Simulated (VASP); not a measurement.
# SnSe in VASP: further runs

The runs below take SnSe through single point, with LDA.

Program: VASP 6.6.1. These are calculated values, not measurements. Logs are shortened: lines on timing, memory, paths and dates and some standing lists are left out, and cuts for length are marked.

### Step 1. The cell of the first run

The cell holds a slab with vacuum, 4 atoms: a = 4.285 Å, b = 4.285 Å, c = 10.991 Å, α = 90.00°, β = 90.00°, γ = 90.00°.

### Step 2. Single point, LDA

INCAR

```
SYSTEM = SnSe
PREC = Accurate
ENCUT = 520
EDIFF = 1E-7
ISMEAR = 0
SIGMA = 0.05
LREAL = .FALSE.
LASPH = .TRUE.
NELM = 80
ALGO = Normal
ISIF = 2
LWAVE = .FALSE.
LCHARG = .FALSE.
GGA = CA
NBANDS = 28
```

KPOINTS

```
Automatic mesh
0
G
  6 6 4
  0 0 0
```

POSCAR

```
SnSe
1.0
    4.2853274191      0.0000000000      0.0000000000
    0.0000000000      4.2853274191      0.0000000000
    0.0000000000      0.0000000000     10.9906921300
Sn Se
2 2
Direct
    0.5000000000      0.0000000000      0.3722291100
    0.0000000000      0.5000000000      0.6277708900
    0.5000000000      0.0000000000      0.6080782079
    0.0000000000      0.5000000000      0.3759992279
```

Potentials or basis: VASP PAW LDA potentials, release 64 (Sn_d, Se).

On the command line:

```console
$ cat potpaw_LDA.64/Sn_d/POTCAR potpaw_LDA.64/Se/POTCAR > POTCAR
$ mpirun -np 1 vasp_std > vasp.out
```

OUTCAR:

```text
SYSTEM = SnSe
   PREC = Accurate
   ENCUT = 520
   EDIFF = 1E-7
   ISMEAR = 0
   LREAL = .FALSE.
   LASPH = .TRUE.
   NELM = 80
   ISIF = 2
   GGA = CA

 ion  position               nearest neighbor table
   1  0.500  0.000  0.372-   3 2.59   4 3.03   4 3.03   4 3.03   4 3.03
   2  0.000  0.500  0.628-   4 2.77   3 3.04   3 3.04   3 3.04   3 3.04
   3  0.500  0.000  0.608-   1 2.59   2 3.04   2 3.04   2 3.04   2 3.04
   4  0.000  0.500  0.376-   2 2.77   1 3.03   1 3.03   1 3.03   1 3.03

  LATTYP: Found a simple tetragonal cell.
 ALAT       =     4.2853274191
 C/A-ratio  =     2.5647263453

  Lattice vectors:

 A1 = (   4.2853274191,   0.0000000000,   0.0000000000)
 A2 = (   0.0000000000,   4.2853274191,   0.0000000000)
 A3 = (   0.0000000000,   0.0000000000,  10.9906921300)

Analysis of symmetry for initial positions (statically):
=====================================================================
 Subroutine PRICEL returns:
 Original cell was already a primitive cell.

 Routine SETGRP: Setting up the symmetry group for a
 simple tetragonal supercell.

 Subroutine GETGRP returns: Found  8 space group operations
 (whereof  4 operations were pure point group operations)
 out of a pool of 16 trial point group operations.

The static configuration has the point symmetry C_2v.
 The point group associated with its full space group is C_4v.

Analysis of symmetry for dynamics (positions and initial velocities):
=====================================================================
 Subroutine PRICEL returns:
 Original cell was already a primitive cell.

 Routine SETGRP: Setting up the symmetry group for a
 simple tetragonal supercell.

 Subroutine GETGRP returns: Found  8 space group operations
 (whereof  4 operations were pure point group operations)
 out of a pool of 16 trial point group operations.

The dynamic configuration has the point symmetry C_2v.
 The point group associated with its full space group is C_4v.

 Subroutine INISYM returns: Found  8 space group operations
 (whereof  4 operations are pure point group operations),
 and found     1 'primitive' translations

----------------------------------------------------------------------------------------

                                     Primitive cell

  volume of cell :     201.8334

  direct lattice vectors                    reciprocal lattice vectors
     4.285327419  0.000000000  0.000000000     0.233354398  0.000000000  0.000000000
     0.000000000  4.285327419  0.000000000     0.000000000  0.233354398  0.000000000
     0.000000000  0.000000000 10.990692130     0.000000000  0.000000000  0.090986081

  length of vectors
     4.285327419  4.285327419 10.990692130     0.233354398  0.233354398  0.090986081

  position of ions in fractional coordinates (direct lattice)
     0.500000000  0.000000000  0.372229110
     0.000000000  0.500000000  0.627770890
     0.500000000  0.000000000  0.608078208
     0.000000000  0.500000000  0.375999228

  ion indices of the primitive-cell ions
   primitive index   ion index
                 1           1
                 2           2
                 3           3
                 4           4

----------------------------------------------------------------------------------------

 KPOINTS: Automatic mesh

Automatic generation of k-mesh.
 Grid dimensions read from file:
 generate k-points for:    6    6    4

 Generating k-lattice:

  Cartesian coordinates                     Fractional coordinates (reciprocal lattice)
     0.038892400  0.000000000  0.000000000     0.166666667  0.000000000  0.000000000
     0.000000000  0.038892400  0.000000000     0.000000000  0.166666667  0.000000000
     0.000000000  0.000000000  0.022746520     0.000000000  0.000000000  0.250000000

  Length of vectors
     0.038892400  0.038892400  0.022746520

  Shift w.r.t. Gamma in fractional coordinates (k-lattice)
     0.000000000  0.000000000  0.000000000

 Subroutine IBZKPT returns following result:
 ===========================================

 Found     30 irreducible k-points:

 Following reciprocal coordinates:
            Coordinates               Weight
  0.000000  0.000000  0.000000      1.000000
  0.166667  0.000000  0.000000      4.000000
  0.333333  0.000000  0.000000      4.000000
  0.500000  0.000000  0.000000      2.000000
  0.166667  0.166667  0.000000      4.000000
  0.333333  0.166667  0.000000      8.000000
[... 16 lines left out ...]
  0.333333  0.000000  0.500000      4.000000
  0.500000  0.000000  0.500000      2.000000
 [... further k-points ...]
   k-points           NKPTS =     30   k-points in BZ     NKDIM =     30   number of bands    NBANDS=     28
   number of dos      NEDOS =    301   number of ions     NIONS =      4
   total plane-waves  NPLWV =  86016
   dimension x,y,z NGX =    32 NGY =   32 NGZ =   84
   dimension x,y,z NGXF=    64 NGYF=   64 NGZF=  168
   ions per type =               2   2
   NGX,Y,Z   is equivalent  to a cutoff of  12.41, 12.41, 12.71 a.u.
   NGXF,Y,Z  is equivalent  to a cutoff of  24.83, 24.83, 25.41 a.u.
 SYSTEM =  SnSe
   PREC   = accura    normal or accurate (medium, high low for compatibility)
   ISTART =      0    job   : 0-new  1-cont  2-samecut
   ICHARG =      2    charge: 1-file 2-atom 10-const
   ISPIN  =      1    spin polarized calculation?
   LNONCOLLINEAR =      F non collinear calculations
   LSORBIT =      F    spin-orbit coupling
   LASPH  =      T    aspherical Exc in radial PAW
   ENCUT  =  520.0 eV  38.22 Ry    6.18 a.u.   7.97  7.97 20.44*2*pi/ulx,y,z
   NELM   =     80;   NELMIN=  2; NELMDL= -5     # of ELM steps
   EDIFF  = 0.1E-06   stopping-criterion for ELM
   LREAL  =      F    real-space projection
   EDIFFG = 0.1E-05   stopping-criterion for IOM
   NSW    =      0    number of steps for IOM
   IBRION =     -1    ionic relax: 0-MD 1-quasi-New 2-CG
   NFREE  =      0    steps in history (QN), initial steepest desc. (CG)
   ISIF   =      2    stress and relaxation
   ISYM   =      2    0-nonsym 1-usesym 2-fastsym
   POTIM  = 0.5000    time-step for ionic-motion
   TEBEG  =    0.0;   TEEND  =   0.0 temperature during run
   PSTRESS=    0.0 pullay stress
   NELECT =      40.0000    total number of electrons
   NUPDOWN=      -1.0000    fix difference up-down
   EMIN   =  10.00;   EMAX   =-10.00  energy-range for DOS
   EFERMI =   0.00;   METHOD = LEGACY
   ISMEAR =     0;   SIGMA  =   0.05  broadening in eV -4-tet -1-fermi 0-gaus
   EFERMI_NEDOS =   21; number of points for ismear=-14 and -15
   IALGO  =     38    algorithm
   IMIX   =      4    mixing-type and parameters
     AMIX     =   0.40;   BMIX     =  1.00
     AMIX_MAG =   1.60;   BMIX_MAG =  1.00
  volume/ion in A,a.u.               =      50.46       340.51
  Fermi-wavevector in a.u.,A,eV,Ry     =   0.954473  1.803693 12.395171  0.911019
  Thomas-Fermi vector in A             =   2.083223
   LORBIT       =      0    0 simple, 1 ext, 2 COOP (PROOUT), +10 PAW based schemes
   GGA     = CA    functional components
   LHFCALC =     F    Hartree Fock is set to
   AEXX    =    0.0000 exact exchange contribution
   IVDW    =     0    specifies the selected vdW correction
   LEPSILON=     F    determine dielectric tensor
   LRPA    =     F    only Hartree local field effects (RPA)
 non-spin polarized calculation
 Gauss-broadening in eV      SIGMA  =   0.05
  energy-cutoff  :      520.00
  volume of cell :      201.83
 maximum number of plane-waves:      5480
 NGX is ok and might be reduce to    32
   NGX = 15   NGY = 15   NGZ = 41

 number of electron      40.0000018 magnetization

 Free energy of the ion-electron system (eV)
  ---------------------------------------------------
  ext. energy  EPLUGINS =         0.00000000
  ---------------------------------------------------
  free energy    TOTEN  =       -18.38087805 eV

  energy without entropy =      -18.38087805  energy(sigma->0) =      -18.38087805

 E-fermi :   0.7143     XC(G=0):  -6.2360

 val. band max:        0.4421884534   @ k =   0.5000   0.0000   0.0000
 cond. band min:       1.8334960669   @ k =   0.3333   0.0000   0.5000
 fundamental gap:      1.3913076135
 Fermi energy:         0.7143325586

 k-point     1 :       0.0000    0.0000    0.0000
  band No.  band energies     occupation
      1     -20.7055      2.00000
      2     -20.6992      2.00000
      3     -20.6738      2.00000
      4     -20.6568      2.00000
      5     -20.6568      2.00000
      6     -20.4146      2.00000
[... 20 lines left out ...]
     27       6.1171      0.00000
     28       6.1704      0.00000

 k-point     2 :       0.1667    0.0000    0.0000
  band No.  band energies     occupation
      1     -20.7033      2.00000
      2     -20.7009      2.00000
      3     -20.6718      2.00000
      4     -20.6578      2.00000
      5     -20.6568      2.00000
      6     -20.4136      2.00000
[... 20 lines left out ...]
     27       5.6818      0.00000
     28       5.7976      0.00000

 k-point     3 :       0.3333    0.0000    0.0000
  band No.  band energies     occupation
      1     -20.7045      2.00000
      2     -20.6991      2.00000
      3     -20.6674      2.00000
      4     -20.6596      2.00000
      5     -20.6566      2.00000
      6     -20.4126      2.00000
[... 20 lines left out ...]
     27       5.4354      0.00000
     28       6.9210      0.00000

 k-point     4 :       0.5000    0.0000    0.0000
  band No.  band energies     occupation
      1     -20.7062      2.00000
      2     -20.6973      2.00000
      3     -20.6650      2.00000
      4     -20.6606      2.00000
      5     -20.6565      2.00000
      6     -20.4130      2.00000
[... 578 lines left out ...]
     27       5.6059      0.00000
     28       5.7536      0.00000

 k-point    23 :       0.3333    0.0000    0.5000
  band No.  band energies     occupation
      1     -20.7045      2.00000
      2     -20.6991      2.00000
      3     -20.6674      2.00000
      4     -20.6596      2.00000
      5     -20.6566      2.00000
      6     -20.4126      2.00000
[... 20 lines left out ...]
     27       6.0992      0.00000
     28       6.6592      0.00000

 k-point    24 :       0.5000    0.0000    0.5000
  band No.  band energies     occupation
      1     -20.7062      2.00000
      2     -20.6973      2.00000
      3     -20.6650      2.00000
      4     -20.6606      2.00000
      5     -20.6565      2.00000
      6     -20.4130      2.00000
[... 20 lines left out ...]
     27       6.6535      0.00000
     28       6.8472      0.00000

 [... further k-points ...]

------------------------ aborting loop because EDIFF is reached ----------------------------------------

  FORCE on cell =-STRESS in cart. coord.  units (eV):
  Direction    XX          YY          ZZ          XY          YZ          ZX
  --------------------------------------------------------------------------------------
  -------------------------------------------------------------------------------------
  Total       -2.2400544     -2.2400544     -0.3487382      0.0000000      0.0000000      0.0000000
  in kB      -17.7818147    -17.7818147     -2.7683246      0.0000000      0.0000000      0.0000000
  external PRESSURE =     -12.7773180 kB  Pullay stress =       0.0000000 kB

 VOLUME and BASIS-vectors are now :
 -----------------------------------------------------------------------------
  energy-cutoff  :      520.00
  volume of cell :      201.83
      direct lattice vectors                 reciprocal lattice vectors
     4.285327419  0.000000000  0.000000000     0.233354398  0.000000000  0.000000000
     0.000000000  4.285327419  0.000000000     0.000000000  0.233354398  0.000000000
     0.000000000  0.000000000 10.990692130     0.000000000  0.000000000  0.090986081

 POSITION                                       TOTAL-FORCE (eV/Angst)
 -----------------------------------------------------------------------------------
      2.14266      0.00000      4.09106         0.000000      0.000000     -0.454842
      0.00000      2.14266      6.89964         0.000000      0.000000     -0.719173
      2.14266      0.00000      6.68320         0.000000      0.000000      0.648771
      0.00000      2.14266      4.13249         0.000000      0.000000      0.525243
 -----------------------------------------------------------------------------------
    total drift:                                0.000000      0.000000      0.000077

  FREE ENERGIE OF THE ION-ELECTRON SYSTEM (eV)
  ---------------------------------------------------
  free  energy   TOTEN  =       -18.3808780536 eV

  energy  without entropy=      -18.3808780536  energy(sigma->0) =      -18.38087805
```

Run time: 4.4 min. Hardware: 1 thread of Intel Xeon 8259CL, shared host; peak memory 0.32 GiB.

What came out:

```yaml
Free_energy: -18.3809 eV
Largest_force: 0.719 eV/Å
Band_gap_on_the_k_mesh: 1.39 eV (least direct gap 1.40 eV)
```

Forces on the atoms (eV/Å):
```
Sn   0.000  0.000 -0.455
Sn   0.000  0.000 -0.719
Se   0.000  0.000  0.649
Se   0.000  0.000  0.525
```

Caveat: the cell differs from its parent crystal (all Se atoms moved +0.087 Å, as atom 3 towards its neighbour atom 1 (Sn) at 2.680 Å); spin-orbit coupling is left out, which moves the levels of the heavy elements.

### Step 3. Single point, LDA

INCAR

```
SYSTEM = SnSe
ALGO = Normal ; EDIFF = 1E-7
ENCUT = 520 ; GGA = CA
ISIF = 2 ; ISMEAR = 0
LASPH = .True. ; LCHARG = .True.
LELF = .True. ; LREAL = .False.
LVHAR = .True. ; LWAVE = .False.
NBANDS = 28 ; NELM = 80
PREC = Accurate ; SIGMA = 0.05
```

KPOINTS

```
k-points
0
Gamma
  6 6 4
  0 0 0
```

Changes to POSCAR since step 2:

```diff
@@ -10,3 +10,3 @@
     0.0000000000      0.5000000000      0.6277708900
-    0.5000000000      0.0000000000      0.6080782079
-    0.0000000000      0.5000000000      0.3759992279
+    0.5000000000      0.0000000000      0.6103528600
+    0.0000000000      0.5000000000      0.3782738800
```

Potentials or basis: VASP PAW LDA potentials, release 64 (Sn_d, Se).

On the command line:

```console
$ cat potpaw_LDA.64/Sn_d/POTCAR potpaw_LDA.64/Se/POTCAR > POTCAR
$ mpirun -np 1 vasp_std > vasp.out
```

It took 4.4 min on 1 thread of Intel Xeon 8259CL, shared host; peak memory 0.33 GiB.

The run converged. Its results:

| Quantity | Value |
| --- | --- |
| Free energy | -18.4060 eV |
| Largest force | 0.592 eV/Å |
| Band gap on the k mesh | 1.42 eV |

Forces in eV/Å, atoms in the order of the input:
```
Sn   0.000  0.000 -0.242
Sn   0.000  0.000 -0.592
Se   0.000  0.000  0.438
Se   0.000  0.000  0.396
```

Levels at points of the mesh, in eV from the valence-band top:
| k point | band 17 | band 18 | band 19 | band 20 | band 21 | band 22 | band 23 | band 24 |
| --- | --- | --- | --- | --- | --- | --- | --- | --- |
| (0.00, 0.00, 0.00) | -2.96 | -1.62 | -1.62 | -0.22 | 1.61 | 3.81 | 3.83 | 4.36 |
| (0.50, 0.00, 0.00) | -1.54 | -1.33 | -0.38 | -0.04 | 1.45 | 1.59 | 1.99 | 2.17 |
| (0.50, 0.50, 0.00) | -3.14 | -3.14 | -1.63 | -1.59 | 3.45 | 3.92 | 4.54 | 4.54 |
| (0.00, 0.00, 0.50) | -2.96 | -1.62 | -1.62 | -0.22 | 1.47 | 3.81 | 4.36 | 4.36 |
| (0.50, 0.00, 0.50) | -1.54 | -1.33 | -0.38 | -0.04 | 1.45 | 1.59 | 1.99 | 2.17 |
| (0.50, 0.50, 0.50) | -3.14 | -3.14 | -1.63 | -1.59 | 3.42 | 3.88 | 4.57 | 4.57 |

Caveat: the cell differs from its parent crystal (all Se atoms moved +0.062 Å, as atom 3 towards its neighbour atom 1 (Sn) at 2.680 Å); spin-orbit coupling is left out, which moves the levels of the heavy elements.
